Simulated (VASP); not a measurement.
# Be2C (Fm-3m) in VASP: single point with PBEsol

Aim: the single point of Be2C with PBEsol.

All numbers are computed with VASP 6.6.1; they aren't measurements. Logs are shortened: lines on timing, memory, paths and dates and some standing lists are left out, and cuts for length are marked.

### 1 The cell of the first run

It takes space group Fm-3m (No. 225, cubic). Conventional cell: a = 4.330 Å, b = 4.330 Å, c = 4.330 Å, α = 90.00°, β = 90.00°, γ = 90.00°. Within 2.5 Å of Be (site symmetry -43m) lie 4 C at 1.87 Å and 6 Be at 2.16 Å. Within 2.5 Å of C (site symmetry m-3m) lie 8 Be at 1.87 Å.

### 2 Single point, PBEsol

INCAR reads:

```
  ALGO = Normal
  EDIFF = 1E-6
  ENCUT = 600
  GGA = PS
  GGA_COMPAT = False
  ISIF = 2
  ISMEAR = 0
  LASPH = True
  LCHARG = False
  LREAL = False
  LWAVE = False
  NBANDS = 11
  NELM = 120
  PREC = Accurate
  SIGMA = 0.01
```

KPOINTS reads:

```
k-points
0
Gamma
  3 3 3
```

POSCAR reads:

```
Be2C
1.0
    3.0617720000      0.0000000000      0.0000000000
    1.5308860000      2.6515723326      0.0000000000
    1.5308860000      0.8838574442      2.4999263696
Be C
2 1
Direct
    0.2500000000      0.2500000000      0.2500000000
    0.7500000000      0.7500000000      0.7500000000
    0.0000000000      0.0000000000      0.0000000000
```

Potentials or basis: VASP PAW PBE potentials, release 64 (Be, C).

On the command line:

```sh
> cat potpaw_PBE.64/Be/POTCAR potpaw_PBE.64/C/POTCAR > POTCAR
> mpirun -np 1 vasp_std > vasp.out
```

OUTCAR:

```text
EDIFF = 1E-6
   ENCUT = 600
   GGA = PS
   ISIF = 2
   ISMEAR = 0
   LASPH = True
   LREAL = False
   NELM = 120
   PREC = Accurate

 ion  position               nearest neighbor table
   1  0.250  0.250  0.250-   3 1.87   3 1.87   3 1.87   3 1.87   2 2.16   2 2.16   2 2.16   2 2.16
                             2 2.16   2 2.16
   2  0.750  0.750  0.750-   3 1.87   3 1.87   3 1.87   3 1.87   1 2.16   1 2.16   1 2.16   1 2.16
                             1 2.16   1 2.16
   3  0.000  0.000  0.000-   1 1.87   2 1.87   2 1.87   1 1.87   1 1.87   2 1.87   2 1.87   1 1.87

  LATTYP: Found a face centered cubic cell.
 ALAT       =     4.3299994873

  Lattice vectors:

 A1 = (   3.0617720000,   0.0000000000,   0.0000000000)
 A2 = (   1.5308860000,   2.6515723326,   0.0000000000)
 A3 = (   1.5308860000,   0.8838574442,   2.4999263696)

Analysis of symmetry for initial positions (statically):
=====================================================================
 Subroutine PRICEL returns:
 Original cell was already a primitive cell.

 Routine SETGRP: Setting up the symmetry group for a
 face centered cubic supercell.

 Subroutine GETGRP returns: Found 48 space group operations
 (whereof 48 operations were pure point group operations)
 out of a pool of 48 trial point group operations.

The static configuration has the point symmetry O_h .

Analysis of symmetry for dynamics (positions and initial velocities):
=====================================================================
 Subroutine PRICEL returns:
 Original cell was already a primitive cell.

 Routine SETGRP: Setting up the symmetry group for a
 face centered cubic supercell.

 Subroutine GETGRP returns: Found 48 space group operations
 (whereof 48 operations were pure point group operations)
 out of a pool of 48 trial point group operations.

The dynamic configuration has the point symmetry O_h .

 Subroutine INISYM returns: Found 48 space group operations
 (whereof 48 operations are pure point group operations),
 and found     1 'primitive' translations

----------------------------------------------------------------------------------------

                                     Primitive cell

  volume of cell :      20.2957

  direct lattice vectors                    reciprocal lattice vectors
     3.061772000  0.000000000  0.000000000     0.326608252 -0.188567362 -0.133337260
     1.530886000  2.651572333  0.000000000     0.000000000  0.377134724 -0.133337260
     1.530886000  0.883857444  2.499926370     0.000000000  0.000000000  0.400011781

  length of vectors
     3.061772000  3.061772000  3.061772000     0.400011781  0.400011781  0.400011781

  position of ions in fractional coordinates (direct lattice)
     0.250000000  0.250000000  0.250000000
     0.750000000  0.750000000  0.750000000
     0.000000000  0.000000000  0.000000000

  ion indices of the primitive-cell ions
   primitive index   ion index
                 1           1
                 2           2
                 3           3

----------------------------------------------------------------------------------------

 KPOINTS: k-points

Automatic generation of k-mesh.
 Grid dimensions read from file:
 generate k-points for:    3    3    3

 Generating k-lattice:

  Cartesian coordinates                     Fractional coordinates (reciprocal lattice)
     0.108869417 -0.062855787 -0.044445753     0.333333333  0.000000000  0.000000000
     0.000000000  0.125711575 -0.044445753     0.000000000  0.333333333 -0.000000000
     0.000000000  0.000000000  0.133337260     0.000000000  0.000000000  0.333333333

  Length of vectors
     0.133337260  0.133337260  0.133337260

  Shift w.r.t. Gamma in fractional coordinates (k-lattice)
     0.000000000  0.000000000  0.000000000

 Subroutine IBZKPT returns following result:
 ===========================================

 Found      4 irreducible k-points:

 Following reciprocal coordinates:
            Coordinates               Weight
  0.000000  0.000000  0.000000      1.000000
  0.333333 -0.000000 -0.000000      8.000000
  0.333333  0.333333 -0.000000      6.000000
 -0.333333  0.333333  0.000000     12.000000
   k-points           NKPTS =      4   k-points in BZ     NKDIM =      4   number of bands    NBANDS=     11
   number of dos      NEDOS =    301   number of ions     NIONS =      3
   total plane-waves  NPLWV =  13824
   dimension x,y,z NGX =    24 NGY =   24 NGZ =   24
   dimension x,y,z NGXF=    48 NGYF=   48 NGZF=   48
   ions per type =               2   1
   NGX,Y,Z   is equivalent  to a cutoff of  13.03, 13.03, 13.03 a.u.
   NGXF,Y,Z  is equivalent  to a cutoff of  26.06, 26.06, 26.06 a.u.
 SYSTEM =  unknown system
   PREC   = accura    normal or accurate (medium, high low for compatibility)
   ISTART =      0    job   : 0-new  1-cont  2-samecut
   ICHARG =      2    charge: 1-file 2-atom 10-const
   ISPIN  =      1    spin polarized calculation?
   LNONCOLLINEAR =      F non collinear calculations
   LSORBIT =      F    spin-orbit coupling
   LASPH  =      T    aspherical Exc in radial PAW
   ENCUT  =  600.0 eV  44.10 Ry    6.64 a.u.   6.12  6.12  6.12*2*pi/ulx,y,z
   NELM   =    120;   NELMIN=  2; NELMDL= -5     # of ELM steps
   EDIFF  = 0.1E-05   stopping-criterion for ELM
   LREAL  =      F    real-space projection
   EDIFFG = 0.1E-04   stopping-criterion for IOM
   NSW    =      0    number of steps for IOM
   IBRION =     -1    ionic relax: 0-MD 1-quasi-New 2-CG
   NFREE  =      0    steps in history (QN), initial steepest desc. (CG)
   ISIF   =      2    stress and relaxation
   ISYM   =      2    0-nonsym 1-usesym 2-fastsym
   POTIM  = 0.5000    time-step for ionic-motion
   TEBEG  =    0.0;   TEEND  =   0.0 temperature during run
   PSTRESS=    0.0 pullay stress
   NELECT =       8.0000    total number of electrons
   NUPDOWN=      -1.0000    fix difference up-down
   EMIN   =  10.00;   EMAX   =-10.00  energy-range for DOS
   EFERMI =   0.00;   METHOD = LEGACY
   ISMEAR =     0;   SIGMA  =   0.01  broadening in eV -4-tet -1-fermi 0-gaus
   EFERMI_NEDOS =   21; number of points for ismear=-14 and -15
   IALGO  =     38    algorithm
   IMIX   =      4    mixing-type and parameters
     AMIX     =   0.40;   BMIX     =  1.00
     AMIX_MAG =   1.60;   BMIX_MAG =  1.00
  volume/ion in A,a.u.               =       6.77        45.65
  Fermi-wavevector in a.u.,A,eV,Ry     =   1.200338  2.268310 19.603436  1.440812
  Thomas-Fermi vector in A             =   2.336177
   LORBIT       =      0    0 simple, 1 ext, 2 COOP (PROOUT), +10 PAW based schemes
   GGA     = PS    functional components
   LHFCALC =     F    Hartree Fock is set to
   AEXX    =    0.0000 exact exchange contribution
   IVDW    =     0    specifies the selected vdW correction
   LEPSILON=     F    determine dielectric tensor
   LRPA    =     F    only Hartree local field effects (RPA)
 non-spin polarized calculation
 Gauss-broadening in eV      SIGMA  =   0.01
  energy-cutoff  :      600.00
  volume of cell :       20.30
 maximum number of plane-waves:       680
   NGX = 13   NGY = 13   NGZ = 13

 number of electron       8.0000000 magnetization

 Free energy of the ion-electron system (eV)
  ---------------------------------------------------
  ext. energy  EPLUGINS =         0.00000000
  ---------------------------------------------------
  free energy    TOTEN  =       -17.99625443 eV

  energy without entropy =      -17.99625443  energy(sigma->0) =      -17.99625443

 E-fermi :   7.8653     XC(G=0): -11.4937

 val. band max:        7.8178998322   @ k =   0.0000   0.0000   0.0000
 cond. band min:      10.0761386643   @ k =   0.3333   0.3333  -0.0000
 fundamental gap:      2.2582388322
 Fermi energy:         7.8652837668

 k-point     1 :       0.0000    0.0000    0.0000
  band No.  band energies     occupation
      1      -7.2773      2.00000
      2       7.8179      2.00000
      3       7.8179      2.00000
      4       7.8179      2.00000
      5      11.7742      0.00000
      6      11.7742      0.00000
      7      11.7742      0.00000
      8      14.4704      0.00000
      9      20.7500      0.00000
     10      20.7500      0.00000
     11      20.7500      0.00000

 k-point     2 :       0.3333   -0.0000   -0.0000
  band No.  band energies     occupation
      1      -5.5733      2.00000
      2       1.0832      2.00000
      3       6.2510      2.00000
      4       6.2510      2.00000
      5      13.0153      0.00000
      6      13.0153      0.00000
      7      14.3299      0.00000
      8      16.9275      0.00000
      9      19.9193      0.00000
     10      19.9193      0.00000
     11      23.8938      0.00000

 k-point     3 :       0.3333    0.3333   -0.0000
  band No.  band energies     occupation
      1      -5.0628      2.00000
      2       3.0478      2.00000
      3       3.7408      2.00000
      4       3.7408      2.00000
      5      10.0761      0.00000
      6      12.9807      0.00000
      7      18.0456      0.00000
      8      18.0456      0.00000
      9      21.3403      0.00000
     10      25.3400      0.00000
     11      25.3400      0.00000

 k-point     4 :      -0.3333    0.3333    0.0000
  band No.  band energies     occupation
      1      -3.6288      2.00000
      2       0.4035      2.00000
      3       1.8309      2.00000
      4       4.3019      2.00000
      5      11.6234      0.00000
      6      17.6169      0.00000
      7      18.3633      0.00000
      8      18.3742      0.00000
      9      18.6932      0.00000
     10      20.0129      0.00000
     11      25.0860      0.00000

------------------------ aborting loop because EDIFF is reached ----------------------------------------

  FORCE on cell =-STRESS in cart. coord.  units (eV):
  Direction    XX          YY          ZZ          XY          YZ          ZX
  --------------------------------------------------------------------------------------
  -------------------------------------------------------------------------------------
  Total       -0.1332307     -0.1332307     -0.1332307     -0.0000000      0.0000000     -0.0000000
  in kB      -10.5174730    -10.5174730    -10.5174730     -0.0000000      0.0000000     -0.0000000
  external PRESSURE =     -10.5174730 kB  Pullay stress =       0.0000000 kB

 VOLUME and BASIS-vectors are now :
 -----------------------------------------------------------------------------
  energy-cutoff  :      600.00
  volume of cell :       20.30
      direct lattice vectors                 reciprocal lattice vectors
     3.061772000  0.000000000  0.000000000     0.326608252 -0.188567362 -0.133337260
     1.530886000  2.651572333  0.000000000     0.000000000  0.377134724 -0.133337260
     1.530886000  0.883857444  2.499926370     0.000000000  0.000000000  0.400011781

 POSITION                                       TOTAL-FORCE (eV/Angst)
 -----------------------------------------------------------------------------------
      1.53089      0.88386      0.62498        -0.000000     -0.000000      0.000000
      4.59266      2.65157      1.87494        -0.000000     -0.000000     -0.000000
      0.00000      0.00000      0.00000         0.000000      0.000000      0.000000
 -----------------------------------------------------------------------------------
    total drift:                                0.000000     -0.000000     -0.000000

  FREE ENERGIE OF THE ION-ELECTRON SYSTEM (eV)
  ---------------------------------------------------
  free  energy   TOTEN  =       -17.9962544295 eV

  energy  without entropy=      -17.9962544295  energy(sigma->0) =      -17.99625443
```

It took 3.3 s on 1 thread of Intel Xeon 6975P-C, shared host; peak memory 0.12 GiB.

What came out:

```yaml
Free_energy: -17.9963 eV
Pressure: -1.1 GPa
Band_gap_on_the_k_mesh: 2.26 eV, indirect (least direct gap 3.96 eV)
```

Caveat: the k points lie up to 0.84 Å⁻¹ apart; the PAW data sets were made with another functional, which shifts forces and pressure a little.
